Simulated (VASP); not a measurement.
Input of a VASP 6.6.1 run:

File INCAR:

```
ALGO     = Normal         # electronic algorithm
EDIFF    = 1E-6           # SCF threshold, eV
ENCUT    = 520            # plane-wave cutoff, eV
GGA      = PE             # functional
ISIF     = 2              # what is computed and relaxed
ISMEAR   = -1             # smearing method
LASPH    = T              # aspherical terms in the spheres
LCHARG   = F              # write CHGCAR
LREAL    = F              # projectors in reciprocal space
LWAVE    = F              # write WAVECAR
NBANDS   = 16             # bands
NELM     = 100            # most SCF steps
PREC     = Accurate       # precision mode
SIGMA    = 0.02           # smearing width, eV
```

Contents of KPOINTS:

```
k-points
0
Gamma
  12 12 4
```

The input POSCAR:

```
BN
1.0
    2.3950581055      0.0000000000      0.0000000000
   -1.1975290528      2.0741811629      0.0000000000
    0.0000000000      0.0000000000      6.2483403913
B N
2 2
Direct
    0.3333333333      0.6666666667      0.2500000000
    0.6666666667      0.3333333333      0.7500000000
    0.3333333333      0.6666666667      0.7500000000
    0.6666666667      0.3333333333      0.2500000000
```

Potentials or basis: VASP PAW PBE potentials, release 64 (B, N).

Launch:

```console
$ cat potpaw_PBE.64/B/POTCAR potpaw_PBE.64/N/POTCAR > POTCAR
$ mpirun -np 1 vasp_std > vasp.out
```

Question: Predict the band gap on the k mesh.

Answer: 4.36 eV, indirect (least direct gap 4.82 eV).

Question: What does it give for the pressure?

Answer: 46.4 GPa.

Stress tensor (GPa, compression positive):
```
66.53  0.00  0.00
 0.00 66.53  0.00
 0.00  0.00  6.18
```

Caveat: the cell differs from its parent crystal (strain -4.2%). A k mesh can miss the band edges.
